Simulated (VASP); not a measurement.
# NiO (P6_3/mmc) in VASP: further runs

Runs on NiO. Level: PBEsol. Tasks: single point, relaxation of cell and atoms.

Everything below comes from runs of VASP 6.6.1. Logs are shortened: lines on timing, memory, paths and dates and some standing lists are left out, and cuts for length are marked.

**1. The cell of the first run**

The structure is hexagonal, space group P6_3/mmc (No. 194). Conventional cell: a = 2.821 Å, b = 2.821 Å, c = 5.002 Å, α = 90.00°, β = 90.00°, γ = 120.00°. O (site symmetry -6m2) has 6 Ni at 2.05 Å within 2.7 Å. Ni (site symmetry -3m) has 6 O at 2.05 Å and 2 Ni at 2.50 Å within 2.7 Å.

**2. Single point, PBEsol, collinear spin, ferromagnetic start**

INCAR

```
SYSTEM = NiO
  PREC = Accurate
  ENCUT = 520
  EDIFF = 1E-6
  ISMEAR = 0
  SIGMA = 0.1
  LREAL = .FALSE.
  LASPH = .TRUE.
  NELM = 150
  ALGO = Normal
  ISIF = 2
  LWAVE = .FALSE.
  LCHARG = .FALSE.
  ISPIN = 2
  MAGMOM = 0.51 0.51 1.64 1.64
  LORBIT = 11
  LMAXMIX = 4
  GGA = PS
  NBANDS = 28
```

KPOINTS

```
regular mesh
0
G
  6 6 6
  0 0 0
```

POSCAR

```
NiO
1.0
    2.8207348661      0.0000000000      0.0000000000
   -1.4103674331      2.4428280513      0.0000000000
    0.0000000000      0.0000000000      5.0023639506
O Ni
2 2
Direct
    0.3333333333      0.6666666667      0.2500000000
    0.6666666667      0.3333333333      0.7500000000
    0.0000000000      0.0000000000      0.0000000000
    0.0000000000      0.0000000000      0.5000000000
```

Potentials or basis: VASP PAW PBE potentials, release 64 (O, Ni).

Started as:

```
$ cat potpaw_PBE.64/O/POTCAR potpaw_PBE.64/Ni/POTCAR > POTCAR
$ mpirun -np 1 vasp_std > vasp.out
```

OUTCAR:

```text
SYSTEM = NiO
   PREC = Accurate
   ENCUT = 520
   EDIFF = 1E-6
   ISMEAR = 0
   LREAL = .FALSE.
   LASPH = .TRUE.
   NELM = 150
   ISIF = 2
   ISPIN = 2
   LORBIT = 11
   GGA = PS

 ion  position               nearest neighbor table
   1  0.333  0.667  0.250-   3 2.05   4 2.05   3 2.05   4 2.05   3 2.05   4 2.05
   2  0.667  0.333  0.750-   3 2.05   4 2.05   3 2.05   4 2.05   3 2.05   4 2.05
   3  0.000  0.000  0.000-   1 2.05   2 2.05   1 2.05   2 2.05   2 2.05   1 2.05   4 2.50   4 2.50

   4  0.000  0.000  0.500-   1 2.05   2 2.05   1 2.05   2 2.05   2 2.05   1 2.05   3 2.50   3 2.50

  LATTYP: Found a hexagonal cell.
 ALAT       =     2.8207348661
 C/A-ratio  =     1.7734257873

  Lattice vectors:

 A1 = (   2.8207348661,   0.0000000000,   0.0000000000)
 A2 = (  -1.4103674331,   2.4428280513,   0.0000000000)
 A3 = (   0.0000000000,   0.0000000000,   5.0023639506)

Analysis of symmetry for initial positions (statically):
=====================================================================
 Subroutine PRICEL returns:
 Original cell was already a primitive cell.

 Routine SETGRP: Setting up the symmetry group for a
 hexagonal supercell.

 Subroutine GETGRP returns: Found 24 space group operations
 (whereof 12 operations were pure point group operations)
 out of a pool of 24 trial point group operations.

The static configuration has the point symmetry D_3d.
 The point group associated with its full space group is D_6h.

Analysis of symmetry for dynamics (positions and initial velocities):
=====================================================================
 Subroutine PRICEL returns:
 Original cell was already a primitive cell.

 Routine SETGRP: Setting up the symmetry group for a
 hexagonal supercell.

 Subroutine GETGRP returns: Found 24 space group operations
 (whereof 12 operations were pure point group operations)
 out of a pool of 24 trial point group operations.

The dynamic configuration has the point symmetry D_3d.
 The point group associated with its full space group is D_6h.

Analysis of structural, dynamic, and magnetic symmetry:
=====================================================================
 Subroutine PRICEL returns:
 Original cell was already a primitive cell.

 Routine SETGRP: Setting up the symmetry group for a
 hexagonal supercell.

 Subroutine GETGRP returns: Found 24 space group operations
 (whereof 12 operations were pure point group operations)
 out of a pool of 24 trial point group operations.

The overall configuration has the point symmetry D_3d.
 The point group associated with its full space group is D_6h.

 Subroutine INISYM returns: Found 24 space group operations
 (whereof 12 operations are pure point group operations),
 and found     1 'primitive' translations

----------------------------------------------------------------------------------------

                                     Primitive cell

  volume of cell :      34.4691

  direct lattice vectors                    reciprocal lattice vectors
     2.820734866  0.000000000  0.000000000     0.354517545  0.204680800  0.000000000
    -1.410367433  2.442828051  0.000000000     0.000000000  0.409361600  0.000000000
     0.000000000  0.000000000  5.002363951     0.000000000  0.000000000  0.199905487

  length of vectors
     2.820734866  2.820734866  5.002363951     0.409361600  0.409361600  0.199905487

  position of ions in fractional coordinates (direct lattice)
     0.333333333  0.666666667  0.250000000
     0.666666667  0.333333333  0.750000000
     0.000000000  0.000000000  0.000000000
     0.000000000  0.000000000  0.500000000

  ion indices of the primitive-cell ions
   primitive index   ion index
                 1           1
                 2           2
                 3           3
                 4           4

----------------------------------------------------------------------------------------

 KPOINTS: regular mesh

Automatic generation of k-mesh.
 Grid dimensions read from file:
 generate k-points for:    6    6    6

 Generating k-lattice:

  Cartesian coordinates                     Fractional coordinates (reciprocal lattice)
     0.059086258  0.034113467  0.000000000     0.166666667 -0.000000000  0.000000000
     0.000000000  0.068226933  0.000000000     0.000000000  0.166666667  0.000000000
     0.000000000  0.000000000  0.033317581     0.000000000  0.000000000  0.166666667

  Length of vectors
     0.068226933  0.068226933  0.033317581

  Shift w.r.t. Gamma in fractional coordinates (k-lattice)
     0.000000000  0.000000000  0.000000000

 Subroutine IBZKPT returns following result:
 ===========================================

 Found     28 irreducible k-points:

 Following reciprocal coordinates:
            Coordinates               Weight
  0.000000  0.000000  0.000000      1.000000
  0.166667  0.000000  0.000000      6.000000
  0.333333  0.000000  0.000000      6.000000
  0.500000  0.000000  0.000000      3.000000
  0.166667  0.166667  0.000000      6.000000
  0.333333  0.166667  0.000000     12.000000
[... 16 lines left out ...]
  0.166667  0.000000  0.500000      6.000000
  0.333333  0.000000  0.500000      6.000000
 [... further k-points ...]
   k-points           NKPTS =     28   k-points in BZ     NKDIM =     28   number of bands    NBANDS=     28
   number of dos      NEDOS =    301   number of ions     NIONS =      4
   total plane-waves  NPLWV =  23040
   dimension x,y,z NGX =    24 NGY =   24 NGZ =   40
   dimension x,y,z NGXF=    48 NGYF=   48 NGZF=   80
   ions per type =               2   2
   NGX,Y,Z   is equivalent  to a cutoff of  14.14, 14.14, 13.29 a.u.
   NGXF,Y,Z  is equivalent  to a cutoff of  28.29, 28.29, 26.59 a.u.
 SYSTEM =  NiO
   PREC   = accura    normal or accurate (medium, high low for compatibility)
   ISTART =      0    job   : 0-new  1-cont  2-samecut
   ICHARG =      2    charge: 1-file 2-atom 10-const
   ISPIN  =      2    spin polarized calculation?
   LNONCOLLINEAR =      F non collinear calculations
   LSORBIT =      F    spin-orbit coupling
   LASPH  =      T    aspherical Exc in radial PAW
   ENCUT  =  520.0 eV  38.22 Ry    6.18 a.u.   5.24  5.24  9.30*2*pi/ulx,y,z
   NELM   =    150;   NELMIN=  2; NELMDL= -5     # of ELM steps
   EDIFF  = 0.1E-05   stopping-criterion for ELM
   LREAL  =      F    real-space projection
   EDIFFG = 0.1E-04   stopping-criterion for IOM
   NSW    =      0    number of steps for IOM
   IBRION =     -1    ionic relax: 0-MD 1-quasi-New 2-CG
   NFREE  =      0    steps in history (QN), initial steepest desc. (CG)
   ISIF   =      2    stress and relaxation
   ISYM   =      2    0-nonsym 1-usesym 2-fastsym
   POTIM  = 0.5000    time-step for ionic-motion
   TEBEG  =    0.0;   TEEND  =   0.0 temperature during run
   PSTRESS=    0.0 pullay stress
   NELECT =      32.0000    total number of electrons
   NUPDOWN=      -1.0000    fix difference up-down
   EMIN   =  10.00;   EMAX   =-10.00  energy-range for DOS
   EFERMI =   0.00;   METHOD = LEGACY
   ISMEAR =     0;   SIGMA  =   0.10  broadening in eV -4-tet -1-fermi 0-gaus
   EFERMI_NEDOS =   21; number of points for ismear=-14 and -15
   IALGO  =     38    algorithm
   IMIX   =      4    mixing-type and parameters
     AMIX     =   0.40;   BMIX     =  1.00
     AMIX_MAG =   1.60;   BMIX_MAG =  1.00
  volume/ion in A,a.u.               =       8.62        58.15
  Fermi-wavevector in a.u.,A,eV,Ry     =   1.597036  3.017960 34.701980  2.550524
  Thomas-Fermi vector in A             =   2.694705
   LORBIT       =     11    0 simple, 1 ext, 2 COOP (PROOUT), +10 PAW based schemes
   GGA     = PS    functional components
   LHFCALC =     F    Hartree Fock is set to
   AEXX    =    0.0000 exact exchange contribution
   IVDW    =     0    specifies the selected vdW correction
   LEPSILON=     F    determine dielectric tensor
   LRPA    =     F    only Hartree local field effects (RPA)
 spin polarized calculation
 Gauss-broadening in eV      SIGMA  =   0.10
  energy-cutoff  :      520.00
  volume of cell :       34.47
 maximum number of plane-waves:       942
 NGX is ok and might be reduce to    24
   NGX = 11   NGY = 11   NGZ = 19

 number of electron      32.0000002 magnetization       0.4894682

 Free energy of the ion-electron system (eV)
  ---------------------------------------------------
  ext. energy  EPLUGINS =         0.00000000
  ---------------------------------------------------
  free energy    TOTEN  =       -24.76807716 eV

  energy without entropy =      -24.75114216  energy(sigma->0) =      -24.75960966

 E-fermi :   8.5712     XC(G=0): -13.2570

 val. band max:        8.5532625125   @ k =   0.1667   0.0000   0.5000
 cond. band min:       8.5810351269   @ k =   0.1667   0.1667   0.1667
 fundamental gap:      0.0277726144
 Fermi energy:         8.5712434738

 spin component 1

 k-point     1 :       0.0000    0.0000    0.0000
  band No.  band energies     occupation
      1     -12.4662      1.00000
      2     -11.1512      1.00000
      3      -0.4342      1.00000
      4       2.9237      1.00000
      5       2.9237      1.00000
      6       4.6899      1.00000
[... 20 lines left out ...]
     27      29.6260      0.00000
[... 691 lines left out ...]
      6       2.8161      1.00000
[... 20 lines left out ...]
     27      27.6008      0.00000
     28      27.6008      0.00000

 [... further k-points ...]

 spin component 2

 k-point     1 :       0.0000    0.0000    0.0000
  band No.  band energies     occupation
      1     -12.3989      1.00000
      2     -11.0758      1.00000
      3      -0.3931      1.00000
      4       3.0715      1.00000
      5       3.0715      1.00000
      6       4.7447      1.00000
[... 20 lines left out ...]
     27      29.6704      0.00000
[... 691 lines left out ...]
      6       2.8967      1.00000
[... 20 lines left out ...]
     27      27.6506      0.00000
     28      27.6506      0.00000

 [... further k-points ...]
[... 5 lines left out ...]
  --------------------------------------------------------------------------------------
  -------------------------------------------------------------------------------------
  Total        0.0502335      0.0502335      0.0706653     -0.0000000      0.0000000      0.0000000
  in kB        2.3349285      2.3349285      3.2846285     -0.0000000      0.0000000      0.0000000
  external PRESSURE =       2.6514951 kB  Pullay stress =       0.0000000 kB

 VOLUME and BASIS-vectors are now :
 -----------------------------------------------------------------------------
  energy-cutoff  :      520.00
  volume of cell :       34.47
      direct lattice vectors                 reciprocal lattice vectors
     2.820734866  0.000000000  0.000000000     0.354517545  0.204680800  0.000000000
    -1.410367433  2.442828051  0.000000000     0.000000000  0.409361600  0.000000000
     0.000000000  0.000000000  5.002363951     0.000000000  0.000000000  0.199905487

 POSITION                                       TOTAL-FORCE (eV/Angst)
 -----------------------------------------------------------------------------------
     -0.00000      1.62855      1.25059        -0.000000     -0.000000      0.000000
      1.41037      0.81428      3.75177        -0.000000      0.000000      0.000000
      0.00000      0.00000      0.00000         0.000000      0.000000      0.000000
      0.00000      0.00000      2.50118         0.000000      0.000000      0.000000
 -----------------------------------------------------------------------------------
    total drift:                                0.000000     -0.000000      0.000000

  FREE ENERGIE OF THE ION-ELECTRON SYSTEM (eV)
  ---------------------------------------------------
  free  energy   TOTEN  =       -24.7680771554 eV

  energy  without entropy=      -24.7511421580  energy(sigma->0) =      -24.75960966

 total charge

# of ion       s       p       d       tot
------------------------------------------
    1        1.573   3.350   0.000   4.923
    2        1.573   3.350   0.000   4.923
    3        0.358   0.468   8.395   9.221
    4        0.358   0.468   8.395   9.221
--------------------------------------------------
tot          3.863   7.636  16.790  28.288

 magnetization (x)

# of ion       s       p       d       tot
------------------------------------------
    1        0.005   0.036   0.000   0.042
    2        0.005   0.036   0.000   0.042
    3        0.001   0.002   0.194   0.197
    4        0.001   0.002   0.194   0.197
--------------------------------------------------
tot          0.012   0.077   0.388   0.477
```

Wall time 2.5 min (1 thread of Intel Xeon 8259CL, shared host); peak memory 0.2 GiB.

What came out:

| Quantity | Value |
| --- | --- |
| Free energy | -24.7681 eV |
| Pressure | 0.3 GPa |
| Net moment | 0.49 μB per cell |
| Site moments | O +0.04; Ni +0.20 μB |
| Valence electrons inside the program's atomic spheres | O 4.92; Ni 9.22 |

Stress tensor (GPa, compression positive):
```
0.23 0.00 0.00
0.00 0.23 0.00
0.00 0.00 0.33
```

Caveat: the k points lie up to 0.43 Å⁻¹ apart; the PAW data sets were made with another functional, which shifts forces and pressure a little; semilocal functionals often make such compounds metallic where correlation or magnetic order opens a gap, which also shifts bond lengths.

**3. Relaxation of cell and atoms, PBEsol, collinear spin, ferromagnetic start**

This run uses another cell than the first one, of 10.41 Å³/atom.

INCAR

```
  ALGO = Normal
  EDIFF = 1E-6
  EDIFFG = -0.05
  ENCUT = 600
  GGA = PS
  IBRION = 2
  ISIF = 3
  ISMEAR = 0
  ISPIN = 2
  LASPH = True
  LCHARG = False
  LMAXMIX = 4
  LORBIT = 11
  LREAL = False
  LWAVE = False
  MAGMOM = 0.51 0.51 1.64 1.64
  NELM = 150
  NSW = 80
  PREC = Accurate
  SIGMA = 0.1
```

KPOINTS

```
k-points
0
Gamma
  6 6 6
```

POSCAR

```
NiO
1.0
    3.3217672715      0.0000000000      0.0000000000
   -1.6608836358      2.8767348426      0.0000000000
    0.0000000000      0.0000000000      4.3588509678
O Ni
2 2
Direct
    0.3333333333      0.6666666667      0.2500000000
    0.6666666667      0.3333333333      0.7500000000
    0.0000000000      0.0000000000      0.0000000000
    0.0000000000      0.0000000000      0.5000000000
```

Potentials or basis: VASP PAW PBE potentials, release 64 (O, Ni).

Started as:

```
$ cat potpaw_PBE.64/O/POTCAR potpaw_PBE.64/Ni/POTCAR > POTCAR
$ mpirun -np 1 vasp_std > vasp.out
```

Wall time 13 min (1 thread of Intel Xeon 8259CL, shared host); peak memory 0.23 GiB.

Results (log left out):

```yaml
Free_energy: -24.7827 eV
Relaxed_volume: 8.64 Å³/atom
Relaxed_cell: a = 2.828 Å, b = 2.828 Å, c = 4.990 Å, α = 90.00°, β = 90.00°, γ = 120.00°
Space_group_after_relaxing_to_0.1_Å: P6_3/mmc (No. 194)
Energy_gained_by_relaxing: 377.8 meV/atom
Ionic_steps: 6
Pressure_after_relaxing: -0.3 GPa
Band_gap_on_the_k_mesh: zero (filled and empty bands overlap)
Net_moment: 0.00 μB per cell
Valence_electrons_inside_the_program's_atomic_spheres: O 4.92; Ni 9.22
```

Stress tensor (GPa, compression positive):
```
-0.42  0.00  0.00
 0.00 -0.42  0.00
 0.00  0.00 -0.20
```

The path:
```csv
step,energy change (eV),largest force (eV/Å),pressure (GPa),volume (Å³)
1,0.0000,0.0000,-15.07,41.65
2,-1.2457,0.0000,-1.65,35.72
3,-1.3767,0.0000,13.61,33.16
4,-1.4824,0.0000,-7.36,35.62
5,-1.5065,0.0000,-1.78,34.85
6,-1.5110,0.0000,-0.35,34.57
```

Final structure:
```
O Ni
1.0
     2.82824    0.00000    0.00000
    -1.41412    2.44933    0.00000
     0.00000    0.00000    4.98996
O Ni
2 2
Direct
  0.33333 0.66667 0.25000
  0.66667 0.33333 0.75000
  0.00000 0.00000 0.00000
  0.00000 0.00000 0.50000
```

Levels at points of the mesh, in eV from the Fermi level:
Spin up:
| k point | band 14 | band 15 | band 16 | band 17 | band 18 | band 19 |
| --- | --- | --- | --- | --- | --- | --- |
| (0.00, 0.00, 0.00) | -1.06 | -1.06 | -0.26 | 1.02 | 1.02 | 1.76 |
| (0.50, 0.00, 0.00) | -0.85 | -0.53 | -0.46 | 1.10 | 1.11 | 6.36 |
| (0.00, 0.00, 0.50) | -1.65 | 0.03 | 0.03 | 0.03 | 0.03 | 4.43 |
| (0.50, 0.00, 0.50) | -0.82 | -0.02 | -0.02 | 0.26 | 0.26 | 6.34 |
Spin down:
```csv
k point,band 13,band 14,band 15,band 16,band 17,band 18,band 19,band 20
"(0.00, 0.00, 0.00)",-1.95,-1.05,-1.05,-0.26,1.02,1.02,1.76,6.17
"(0.50, 0.00, 0.00)",-1.02,-0.85,-0.53,-0.46,1.10,1.11,6.36,8.86
"(0.00, 0.00, 0.50)",-1.65,-1.65,0.03,0.03,0.03,0.03,4.44,4.44
"(0.50, 0.00, 0.50)",-0.82,-0.82,-0.02,-0.02,0.26,0.26,6.34,6.34
```

Caveat: the k points lie up to 0.43 Å⁻¹ apart in the final cell; the volume moved by over 15 % at a fixed basis, so the end points are rough; the moments typed at the start vanished in this run; the PAW data sets were made with another functional, which shifts forces and pressure a little; semilocal functionals often make such compounds metallic where correlation or magnetic order opens a gap, which also shifts bond lengths.

The gap in the log of VASP goes by the Fermi energy; the results here count the filled bands.